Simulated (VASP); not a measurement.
# Ge (Im-3m) in VASP: notebook

Runs on Ge. Level: PBEsol. Tasks: single point, relaxation of cell and atoms.

Program: VASP 6.6.1. These are calculated values, not measurements. Logs are shortened: lines on timing, memory, paths and dates and some standing lists are left out, and cuts for length are marked.

## (1) The cell of the first run

It takes space group Im-3m (No. 229, cubic). Conventional cell: a = 2.483 Å, b = 2.483 Å, c = 2.483 Å, α = 90.00°, β = 90.00°, γ = 90.00°. Within 2.8 Å of Ge (site symmetry m-3m) lie 14 Ge at 2.15 to 2.48 Å.

## (2) Single point, PBEsol

Input file INCAR:

```
SYSTEM = Ge
PREC = Accurate
ENCUT = 520
EDIFF = 1E-6
ISMEAR = -1
SIGMA = 0.1
LREAL = .FALSE.
LASPH = .TRUE.
NELM = 100
ALGO = Normal
ISIF = 2
LWAVE = .FALSE.
LCHARG = .FALSE.
GGA = PS
NBANDS = 13
```

Input file KPOINTS:

```
Automatic mesh
0
G
  21 21 21
  0 0 0
```

Input file POSCAR:

```
Ge
1.0
   -1.2413098397      1.2413098397      1.2413098397
    1.2413098397     -1.2413098397      1.2413098397
    1.2413098397      1.2413098397     -1.2413098397
Ge
1
Direct
    0.0000000000      0.0000000000      0.0000000000
```

Potentials or basis: VASP PAW PBE potentials, release 64 (Ge_d).

Launch:

```bash
$ cat potpaw_PBE.64/Ge_d/POTCAR > POTCAR
$ mpirun -np 1 vasp_std > vasp.out
```

OUTCAR:

```text
SYSTEM = Ge
   PREC = Accurate
   ENCUT = 520
   EDIFF = 1E-6
   ISMEAR = -1
   LREAL = .FALSE.
   LASPH = .TRUE.
   NELM = 100
   ISIF = 2
   GGA = PS

 ion  position               nearest neighbor table
   1  0.000  0.000  0.000-

  LATTYP: Found a body centered cubic cell.
 ALAT       =     2.4826196794

  Lattice vectors:

 A1 = (  -1.2413098397,   1.2413098397,   1.2413098397)
 A2 = (   1.2413098397,  -1.2413098397,   1.2413098397)
 A3 = (   1.2413098397,   1.2413098397,  -1.2413098397)

Analysis of symmetry for initial positions (statically):
=====================================================================
 Subroutine PRICEL returns:
 Original cell was already a primitive cell.

 Routine SETGRP: Setting up the symmetry group for a
 body centered cubic supercell.

 Subroutine GETGRP returns: Found 48 space group operations
 (whereof 48 operations were pure point group operations)
 out of a pool of 48 trial point group operations.

The static configuration has the point symmetry O_h .

Analysis of symmetry for dynamics (positions and initial velocities):
=====================================================================
 Subroutine PRICEL returns:
 Original cell was already a primitive cell.

 Routine SETGRP: Setting up the symmetry group for a
 body centered cubic supercell.

 Subroutine GETGRP returns: Found 48 space group operations
 (whereof 48 operations were pure point group operations)
 out of a pool of 48 trial point group operations.

The dynamic configuration has the point symmetry O_h .

 Subroutine INISYM returns: Found 48 space group operations
 (whereof 48 operations are pure point group operations),
 and found     1 'primitive' translations

----------------------------------------------------------------------------------------

                                     Primitive cell

  volume of cell :       7.6507

  direct lattice vectors                    reciprocal lattice vectors
    -1.241309840  1.241309840  1.241309840     0.000000000  0.402800319  0.402800319
     1.241309840 -1.241309840  1.241309840     0.402800319  0.000000000  0.402800319
     1.241309840  1.241309840 -1.241309840     0.402800319  0.402800319  0.000000000

  length of vectors
     2.150011710  2.150011710  2.150011710     0.569645675  0.569645675  0.569645675

  position of ions in fractional coordinates (direct lattice)
     0.000000000  0.000000000  0.000000000

  ion indices of the primitive-cell ions
   primitive index   ion index
                 1           1

----------------------------------------------------------------------------------------

 KPOINTS: Automatic mesh

Automatic generation of k-mesh.
 Grid dimensions read from file:
 generate k-points for:   21   21   21

 Generating k-lattice:

  Cartesian coordinates                     Fractional coordinates (reciprocal lattice)
     0.000000000  0.019180968  0.019180968     0.047619048  0.000000000  0.000000000
     0.019180968  0.000000000  0.019180968     0.000000000  0.047619048  0.000000000
     0.019180968  0.019180968  0.000000000     0.000000000  0.000000000  0.047619048

  Length of vectors
     0.027125985  0.027125985  0.027125985

  Shift w.r.t. Gamma in fractional coordinates (k-lattice)
     0.000000000  0.000000000  0.000000000

 Subroutine IBZKPT returns following result:
 ===========================================

 Found    286 irreducible k-points:

 Following reciprocal coordinates:
            Coordinates               Weight
  0.000000  0.000000  0.000000      1.000000
  0.047619  0.000000  0.000000     12.000000
  0.095238  0.000000  0.000000     12.000000
  0.142857  0.000000  0.000000     12.000000
  0.190476  0.000000  0.000000     12.000000
  0.238095  0.000000  0.000000     12.000000
[... 16 lines left out ...]
  0.142857  0.095238  0.000000     48.000000
  0.190476  0.095238  0.000000     48.000000
 [... further k-points ...]
   k-points           NKPTS =    286   k-points in BZ     NKDIM =    286   number of bands    NBANDS=     13
   number of dos      NEDOS =    301   number of ions     NIONS =      1
   total plane-waves  NPLWV =   4096
   dimension x,y,z NGX =    16 NGY =   16 NGZ =   16
   dimension x,y,z NGXF=    32 NGYF=   32 NGZF=   32
   ions per type =               1
   NGX,Y,Z   is equivalent  to a cutoff of  12.37, 12.37, 12.37 a.u.
   NGXF,Y,Z  is equivalent  to a cutoff of  24.74, 24.74, 24.74 a.u.
 SYSTEM =  Ge
   PREC   = accura    normal or accurate (medium, high low for compatibility)
   ISTART =      0    job   : 0-new  1-cont  2-samecut
   ICHARG =      2    charge: 1-file 2-atom 10-const
   ISPIN  =      1    spin polarized calculation?
   LNONCOLLINEAR =      F non collinear calculations
   LSORBIT =      F    spin-orbit coupling
   LASPH  =      T    aspherical Exc in radial PAW
   ENCUT  =  520.0 eV  38.22 Ry    6.18 a.u.   4.00  4.00  4.00*2*pi/ulx,y,z
   NELM   =    100;   NELMIN=  2; NELMDL= -5     # of ELM steps
   EDIFF  = 0.1E-05   stopping-criterion for ELM
   LREAL  =      F    real-space projection
   EDIFFG = 0.1E-04   stopping-criterion for IOM
   NSW    =      0    number of steps for IOM
   IBRION =     -1    ionic relax: 0-MD 1-quasi-New 2-CG
   NFREE  =      0    steps in history (QN), initial steepest desc. (CG)
   ISIF   =      2    stress and relaxation
   ISYM   =      2    0-nonsym 1-usesym 2-fastsym
   POTIM  = 0.5000    time-step for ionic-motion
   TEBEG  =    0.0;   TEEND  =   0.0 temperature during run
   PSTRESS=    0.0 pullay stress
   NELECT =      14.0000    total number of electrons
   NUPDOWN=      -1.0000    fix difference up-down
   EMIN   =  10.00;   EMAX   =-10.00  energy-range for DOS
   EFERMI =   0.00;   METHOD = LEGACY
   ISMEAR =    -1;   SIGMA  =   0.10  broadening in eV -4-tet -1-fermi 0-gaus
   EFERMI_NEDOS =   21; number of points for ismear=-14 and -15
   IALGO  =     38    algorithm
   IMIX   =      4    mixing-type and parameters
     AMIX     =   0.40;   BMIX     =  1.00
     AMIX_MAG =   1.60;   BMIX_MAG =  1.00
  volume/ion in A,a.u.               =       7.65        51.63
  Fermi-wavevector in a.u.,A,eV,Ry     =   2.002399  3.783986 54.553951  4.009602
  Thomas-Fermi vector in A             =   3.017375
   LORBIT       =      0    0 simple, 1 ext, 2 COOP (PROOUT), +10 PAW based schemes
   GGA     = PS    functional components
   LHFCALC =     F    Hartree Fock is set to
   AEXX    =    0.0000 exact exchange contribution
   IVDW    =     0    specifies the selected vdW correction
   LEPSILON=     F    determine dielectric tensor
   LRPA    =     F    only Hartree local field effects (RPA)
 non-spin polarized calculation
  energy-cutoff  :      520.00
  volume of cell :        7.65
 maximum number of plane-waves:       228
   NGX =  7   NGY =  7   NGZ =  7

 number of electron      14.0000011 magnetization

 Free energy of the ion-electron system (eV)
  ---------------------------------------------------
  ext. energy  EPLUGINS =         0.00000000
  ---------------------------------------------------
  free energy    TOTEN  =         2.35775783 eV

  energy without entropy =        2.36660626  energy(sigma->0) =        2.36218204

 E-fermi :  21.8027     XC(G=0): -16.9168

 val. band max:       21.8012440447   @ k =  -0.3810   0.4286   0.2857
 cond. band min:      21.8055067433   @ k =  -0.4286   0.4286   0.3333
 fundamental gap:      0.0042626987
 Fermi energy:        21.8027183528

 k-point     1 :       0.0000    0.0000    0.0000
  band No.  band energies     occupation
      1      -5.2917      2.00000
      2      -5.2917      2.00000
      3      -5.2917      2.00000
      4      -4.4326      2.00000
      5      -4.4326      2.00000
      6      -3.1246      2.00000
      7      42.9400      0.00000
      8      42.9400      0.00000
      9      42.9400      0.00000
     10      45.7121      0.00000
     11      45.7121      0.00000
     12      45.7121      0.00000
     13      47.1937      0.00000

 k-point     2 :       0.0476    0.0000    0.0000
  band No.  band energies     occupation
      1      -5.3020      2.00000
      2      -5.2878      2.00000
      3      -5.2624      2.00000
      4      -4.4432      2.00000
      5      -4.4322      2.00000
      6      -3.0083      2.00000
      7      41.1063      0.00000
      8      42.3533      0.00000
      9      42.5375      0.00000
     10      43.9389      0.00000
     11      44.4074      0.00000
     12      44.9657      0.00000
     13      47.9950      0.00000

 k-point     3 :       0.0952    0.0000    0.0000
  band No.  band energies     occupation
      1      -5.3320      2.00000
      2      -5.2832      2.00000
      3      -5.1769      2.00000
      4      -4.4733      2.00000
      5      -4.4310      2.00000
      6      -2.6528      2.00000
      7      37.5867      0.00000
      8      41.1789      0.00000
      9      41.2172      0.00000
     10      41.7445      0.00000
     11      43.5405      0.00000
     12      44.8204      0.00000
     13      48.8742      0.00000

 k-point     4 :       0.1429    0.0000    0.0000
  band No.  band energies     occupation
      1      -5.3789      2.00000
      2      -5.2941      2.00000
      3      -5.0413      2.00000
      4      -4.5138      2.00000
      5      -4.4288      2.00000
      6      -2.0487      2.00000
      7      33.9091      0.00000
      8      39.4924      0.00000
      9      39.6888      0.00000
     10      40.0541      0.00000
     11      42.8005      0.00000
     12      45.3571      0.00000
     13      49.8321      0.00000

 k-point     5 :       0.1905    0.0000    0.0000
  band No.  band energies     occupation
      1      -5.4385      2.00000
      2      -5.3369      2.00000
      3      -4.8658      2.00000
      4      -4.5471      2.00000
      5      -4.4254      2.00000
      6      -1.1937      2.00000
      7      30.3026      0.00000
      8      37.8147      0.00000
      9      37.8793      0.00000
     10      39.0027      0.00000
     11      42.1680      0.00000
     12      46.2624      0.00000
     13      50.7630      0.00000
[... 257 lines left out ...]
 k-point    22 :       0.0952    0.0952    0.0000
  band No.  band energies     occupation
      1      -5.3785      2.00000
      2      -5.3041      2.00000
      3      -4.9926      2.00000
      4      -4.5314      2.00000
      5      -4.4367      2.00000
      6      -1.6768      2.00000
      7      33.7613      0.00000
      8      34.6771      0.00000
      9      38.5120      0.00000
     10      42.0099      0.00000
     11      44.1281      0.00000
     12      45.7900      0.00000
     13      49.6574      0.00000

 k-point    23 :       0.1429    0.0952    0.0000
  band No.  band energies     occupation
      1      -5.4317      2.00000
      2      -5.3232      2.00000
      3      -4.8565      2.00000
      4      -4.5644      2.00000
      5      -4.4347      2.00000
      6      -0.8127      2.00000
      7      30.5250      0.00000
      8      32.8308      0.00000
      9      36.9552      0.00000
     10      41.4564      0.00000
     11      44.3148      0.00000
     12      46.0710      0.00000
     13      51.3522      0.00000

 k-point    24 :       0.1905    0.0952    0.0000
  band No.  band energies     occupation
      1      -5.4957      2.00000
      2      -5.3754      2.00000
      3      -4.6972      2.00000
      4      -4.5794      2.00000
      5      -4.4255      2.00000
      6       0.2956      2.00000
      7      27.0947      0.00000
      8      31.4735      0.00000
      9      35.5495      0.00000
     10      40.7070      0.00000
     11      44.5413      0.00000
     12      46.2585      0.00000
     13      53.8142      0.00000

 [... further k-points ...]

------------------------ aborting loop because EDIFF is reached ----------------------------------------

  FORCE on cell =-STRESS in cart. coord.  units (eV):
  Direction    XX          YY          ZZ          XY          YZ          ZX
  --------------------------------------------------------------------------------------
  -------------------------------------------------------------------------------------
  Total       22.5922663     22.5922663     22.5922663      0.0000000      0.0000000     -0.0000000
  in kB     4731.1835431   4731.1835431   4731.1835431      0.0000000      0.0000000     -0.0000000
  external PRESSURE =    4731.1835431 kB  Pullay stress =       0.0000000 kB

 VOLUME and BASIS-vectors are now :
 -----------------------------------------------------------------------------
  energy-cutoff  :      520.00
  volume of cell :        7.65
      direct lattice vectors                 reciprocal lattice vectors
    -1.241309840  1.241309840  1.241309840     0.000000000  0.402800319  0.402800319
     1.241309840 -1.241309840  1.241309840     0.402800319  0.000000000  0.402800319
     1.241309840  1.241309840 -1.241309840     0.402800319  0.402800319  0.000000000

 POSITION                                       TOTAL-FORCE (eV/Angst)
 -----------------------------------------------------------------------------------
      0.00000      0.00000      0.00000        -0.000000      0.000000      0.000000
 -----------------------------------------------------------------------------------
    total drift:                                0.000000     -0.000000     -0.000000

  FREE ENERGIE OF THE ION-ELECTRON SYSTEM (eV)
  ---------------------------------------------------
  free  energy   TOTEN  =         2.3577578253 eV

  energy  without entropy=        2.3666062564  energy(sigma->0) =        2.36218204
```

It took 11 s on 1 thread of Intel Xeon 6975P-C, shared host; peak memory 0.14 GiB.

Results:

```
Free energy            : 2.3578 eV
Pressure               : 473.1 GPa
Band gap on the k mesh : zero (band 7 reaches 42.94 eV, above the bottom of band 8 at 16.37 eV)
```

Levels at points of the mesh, in eV from the Fermi level:
| k point | band 5 | band 6 | band 7 | band 8 | band 9 | band 10 |
| --- | --- | --- | --- | --- | --- | --- |
| (0.00, 0.00, 0.00) | -26.24 | -24.93 | 21.14 | 21.14 | 21.14 | 23.91 |

Caveat: the PAW data sets were made with another functional, which shifts forces and pressure a little.

## (3) Single point, PBEsol

Input file INCAR:

```
PREC = Accurate ; ENCUT = 520
EDIFF = 1E-7 ; ISMEAR = -1
SIGMA = 0.1 ; LREAL = False
LASPH = True ; NELM = 100
ALGO = Normal ; ISIF = 2
LWAVE = False ; LCHARG = True
GGA = PS ; LELF = True
LVHAR = True ; NBANDS = 13
```

Input file KPOINTS:

```
regular mesh
0
Gamma
  21 21 21
```

Input file POSCAR:

```
Ge
1.0
   -1.2411279041      1.2411279041      1.2411279041
    1.2411279041     -1.2411279041      1.2411279041
    1.2411279041      1.2411279041     -1.2411279041
Ge
1
Direct
    0.0000000000      0.0000000000      0.0000000000
```

Potentials or basis: VASP PAW PBE potentials, release 64 (Ge_d).

Launch:

```bash
$ cat potpaw_PBE.64/Ge_d/POTCAR > POTCAR
$ mpirun -np 1 vasp_std > vasp.out
```

OUTCAR:

```text
PREC = Accurate
   ENCUT = 520
   EDIFF = 1E-7
   ISMEAR = -1
   LREAL = False
   LASPH = True
   NELM = 100
   ISIF = 2
   GGA = PS

 ion  position               nearest neighbor table
   1  0.000  0.000  0.000-

  LATTYP: Found a body centered cubic cell.
 ALAT       =     2.4822558082

  Lattice vectors:

 A1 = (  -1.2411279041,   1.2411279041,   1.2411279041)
 A2 = (   1.2411279041,  -1.2411279041,   1.2411279041)
 A3 = (   1.2411279041,   1.2411279041,  -1.2411279041)

Analysis of symmetry for initial positions (statically):
=====================================================================
 Subroutine PRICEL returns:
 Original cell was already a primitive cell.

 Routine SETGRP: Setting up the symmetry group for a
 body centered cubic supercell.

 Subroutine GETGRP returns: Found 48 space group operations
 (whereof 48 operations were pure point group operations)
 out of a pool of 48 trial point group operations.

The static configuration has the point symmetry O_h .

Analysis of symmetry for dynamics (positions and initial velocities):
[... 156 lines left out ...]
 E-fermi :  21.8135     XC(G=0): -16.9200

 val. band max:       21.8118698298   @ k =  -0.3810   0.4286   0.2857
 cond. band min:      21.8159061323   @ k =  -0.4286   0.4286   0.3333
 fundamental gap:      0.0040363025
 Fermi energy:        21.8135257893

 k-point     1 :       0.0000    0.0000    0.0000
  band No.  band energies     occupation
      1      -5.2840      2.00000
      2      -5.2840      2.00000
      3      -5.2840      2.00000
      4      -4.4242      2.00000
      5      -4.4242      2.00000
      6      -3.1221      2.00000
      7      42.9519      0.00000
      8      42.9519      0.00000
      9      42.9519      0.00000
     10      45.7334      0.00000
     11      45.7334      0.00000
     12      45.7334      0.00000
     13      47.2119      0.00000
[... 354 lines left out ...]
  band No.  band energies     occupation
      1      -5.4883      2.00000
      2      -5.3680      2.00000
      3      -4.6891      2.00000
      4      -4.5711      2.00000
      5      -4.4171      2.00000
      6       0.2996      2.00000
      7      27.1067      0.00000
      8      31.4868      0.00000
      9      35.5643      0.00000
     10      40.7211      0.00000
     11      44.5584      0.00000
     12      46.2755      0.00000
     13      53.8335      0.00000

 [... further k-points ...]
[... 5 lines left out ...]
  --------------------------------------------------------------------------------------
  -------------------------------------------------------------------------------------
  Total       22.6484585     22.6484585     22.6484585     -0.0000000     -0.0000000     -0.0000000
  in kB     4745.0371894   4745.0371894   4745.0371894     -0.0000000     -0.0000000     -0.0000000
  external PRESSURE =    4745.0371894 kB  Pullay stress =       0.0000000 kB

 VOLUME and BASIS-vectors are now :
 -----------------------------------------------------------------------------
  energy-cutoff  :      520.00
  volume of cell :        7.65
      direct lattice vectors                 reciprocal lattice vectors
    -1.241127904  1.241127904  1.241127904     0.000000000  0.402859366  0.402859366
     1.241127904 -1.241127904  1.241127904     0.402859366  0.000000000  0.402859366
     1.241127904  1.241127904 -1.241127904     0.402859366  0.402859366  0.000000000

 POSITION                                       TOTAL-FORCE (eV/Angst)
 -----------------------------------------------------------------------------------
      0.00000      0.00000      0.00000         0.000000      0.000000     -0.000000
 -----------------------------------------------------------------------------------
    total drift:                                0.000000      0.000000     -0.000000

  FREE ENERGIE OF THE ION-ELECTRON SYSTEM (eV)
  ---------------------------------------------------
  free  energy   TOTEN  =         2.3677146939 eV

  energy  without entropy=        2.3765624763  energy(sigma->0) =        2.37213859
```

stdout:

```text
POSCAR found type information on POSCAR Ge
 POSCAR found :  1 types and       1 ions
 scaLAPACK will be used
 -----------------------------------------------------------------------------
|                                                                             |
|                                                                             |
|     You enforced a specific xc type in the INCAR file but a different       |
|     I HOPE YOU KNOW WHAT YOU ARE DOING!                                     |
|                                                                             |
 -----------------------------------------------------------------------------

 LDA part: xc-table for (Slater+PW92), standard interpolation
 POSCAR, INCAR and KPOINTS ok, starting setup
 FFT: planning ... GRIDC
 FFT: planning ... GRID_SOFT
 FFT: planning ... GRID
 WAVECAR not read
 entering main loop
```

It took 12 s on 1 thread of Intel Xeon 6975P-C, shared host; peak memory 0.14 GiB.

What came out:

* Free energy: 2.3677 eV
* Pressure: 474.5 GPa
* Band gap on the k mesh: zero (band 7 reaches 42.95 eV, above the bottom of band 8 at 16.38 eV)

Caveat: the PAW data sets were made with another functional, which shifts forces and pressure a little.

[end of part 1 of 2]
